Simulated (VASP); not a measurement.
Sm3Ta:

```
Sm Ta
1.0
     3.12175    0.00000    0.00000
     0.00000    3.12175    0.00000
     0.00000    0.00000   10.27551
Sm Ta
3 1
Direct
  0.50000 0.50000 0.73428
  0.00000 0.00000 0.50000
  0.50000 0.50000 0.26572
  0.00000 0.00000 0.00000
```

The cell was generated, and may not be a known phase.

| Quantity | Value |
| --- | --- |
| Program | VASP 6.6.1 |
| Task | relaxation of cell and atoms |
| Functional | PBE |
| Potentials or basis | VASP PAW PBE potentials, release 64 (Sm_3, Ta_pv), 4f in core |
| Cutoff | 500 eV |
| k mesh | 6 × 6 × 2 |
| Occupations | gaussian, width 0.2 eV |
| Spin | no spin polarisation |

At the start: pressure 6.5 GPa; volume 25.03 Å³/atom.

Where does the relaxation end?

Over 16 steps the energy falls by 344.1 meV/atom and the volume is 29.22 Å³/atom (+16.7 %); space group P4/mmm (No. 123, to 0.1 Å) before and after.

Step by step:
```tsv
step	energy change (eV)	largest force (eV/Å)	pressure (GPa)	volume (Å³)
1	0.0000	1.9868	6.49	100.14
2	-0.5313	1.5296	-2.31	115.54
3	-0.5371	1.4961	-2.98	117.25
4	-0.9208	1.2417	-1.91	115.00
5	-1.1984	0.3360	4.85	107.81
6	-1.2772	0.3069	1.98	110.24
7	-1.2778	0.2364	2.29	109.95
8	-1.3367	0.0748	-0.73	117.78
9	-1.3391	0.1020	-0.27	116.42
10	-1.3545	0.0045	0.04	116.23
11	-1.3646	0.1689	0.60	115.85
12	-1.3712	0.1081	-0.36	117.90
13	-1.3713	0.1154	-0.25	117.67
14	-1.3744	0.1032	-0.11	117.21
15	-1.3757	0.0855	0.07	116.66
16	-1.3766	0.0432	-0.13	116.88
```

Final structure:
```
Sm Ta
1.0
     3.35574    0.00000    0.00000
     0.00000    3.35574    0.00000
     0.00000    0.00000   10.37909
Sm Ta
3 1
Direct
  0.50000 0.50000 0.78999
  0.00000 0.00000 0.50000
  0.50000 0.50000 0.21001
  0.00000 0.00000 0.00000
```

Caveat: the volume moved by over 15 % at a fixed basis, so the end points are rough; the relaxation stopped at a loose force limit of 0.08 eV/Å, so its end isn't a converged minimum.
